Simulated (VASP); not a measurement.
Set up this calculation in VASP 6.6.1, as the native input.

```yaml
Task: relaxation of cell and atoms
Functional: PBEsol
Potentials_or_basis: VASP PAW PBE potentials, release 64 (C)
Cutoff: 600 eV
k_mesh: 24 × 24 × 13
Occupations: fermi-dirac, width 0.05 eV
Spin: no spin polarisation
Dipole_correction: no
Further_INCAR_settings: ALGO = Normal; EDIFF = 1e-07; IBRION = 2; EDIFFG = -0.005; NSW = 60; ISIF = 3
```

The structure of C lies in POSCAR:

```
C
1.0
    2.1003865828      0.0000000000      0.0000000000
   -1.0501932914      1.8189881384      0.0000000000
    0.0000000000      0.0000000000      3.4026262641
C
2
Direct
    0.3333333333      0.6666666667      0.2500000000
    0.6666666667      0.3333333333      0.7500000000
```

These files were run (other wordings do the same):

INCAR

```
SYSTEM = C
PREC = Accurate ; ENCUT = 600
EDIFF = 1E-7 ; ISMEAR = -1
SIGMA = 0.05 ; LREAL = .False.
LASPH = .True. ; NELM = 100
ALGO = Normal ; ISIF = 3
LWAVE = .False. ; LCHARG = .False.
GGA = PS ; IBRION = 2
NSW = 60 ; EDIFFG = -0.005
```

KPOINTS

```
Automatic mesh
0
Gamma
  24 24 13
  0 0 0
```

Potentials or basis: VASP PAW PBE potentials, release 64 (C).

Run with:

```bash
$ cat potpaw_PBE.64/C/POTCAR > POTCAR
$ mpirun -np 1 vasp_std > vasp.out
```

Results of the run:

* Relaxed volume: 6.57 Å³/atom
* Relaxed cell: a = 1.705 Å, b = 1.705 Å, c = 5.223 Å, α = 90.00°, β = 90.00°, γ = 120.00°
* Space group after relaxing (to 0.1 Å): P6_3/mmc (No. 194)
* Pressure after relaxing: 0.1 GPa
* Band gap on the k mesh: zero (bands 4 and 5 overlap by 2.75 eV)

Caveat: a cell axis changed by over 15 % at a fixed basis, so the end point is rough; the PAW data sets were made with another functional, which shifts forces and pressure a little.

It took 13 min on 1 thread of Intel Xeon 8259CL (shared host), peak memory 0.16 GiB.
